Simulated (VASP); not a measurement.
A run of VASP 6.6.1:

File INCAR:

```
SYSTEM = MgO
PREC = Accurate ; ENCUT = 520
EDIFF = 1E-6 ; ISMEAR = -1
SIGMA = 0.02 ; LREAL = Auto
LASPH = .TRUE. ; NELM = 80
ALGO = Normal ; ISIF = 2
LWAVE = .FALSE. ; LCHARG = .FALSE.
GGA = PE ; NBANDS = 46
```

Contents of KPOINTS:

```
Automatic mesh
0
G
  6 6 6
  0 0 0
```

Contents of POSCAR:

```
MgO
1.0
   -3.1069003637      7.2552590795      2.1043806195
    3.1069003637     -7.2552590795      2.1043806195
    3.1069003637      7.2552590795     -2.1043806195
Mg O
8 8
Direct
    0.9291409132      0.6651155148      0.5942564280
    0.0708590868      0.3348844852      0.4057435720
    0.5708590868      0.1651155148      0.7359746016
    0.4291409132      0.8348844852      0.2640253984
    0.3101886010      0.3362828585      0.6464714595
    0.6898113990      0.6637171415      0.3535285405
    0.1898113990      0.8362828585      0.0260942575
    0.8101886010      0.1637171415      0.9739057425
    0.8100133008      0.8358108343      0.6458241351
    0.1899866992      0.1641891657      0.3541758649
    0.6899866992      0.3358108343      0.0257975335
    0.3100133008      0.6641891657      0.9742024665
    0.4291749280      0.1697012715      0.5988761996
    0.5708250720      0.8302987285      0.4011238004
    0.0708250720      0.6697012715      0.7405263435
    0.9291749280      0.3302987285      0.2594736565
```

Potentials or basis: VASP PAW PBE potentials, release 64 (Mg, O).

Command:

```sh
$ cat potpaw_PBE.64/Mg/POTCAR potpaw_PBE.64/O/POTCAR > POTCAR
$ mpirun -np 1 vasp_std > vasp.out
```

Hardware: 1 thread of Intel(R) Xeon(R) 6975P-C (Granite Rapids), on a shared host.

Q: How long does it take, and how much memory?

A: Run time: 17 min on 1 thread of Intel(R) Xeon(R) 6975P-C (Granite Rapids) (shared host), peak memory 0.66 GiB. Counts: scf iterations 15, k points 46.
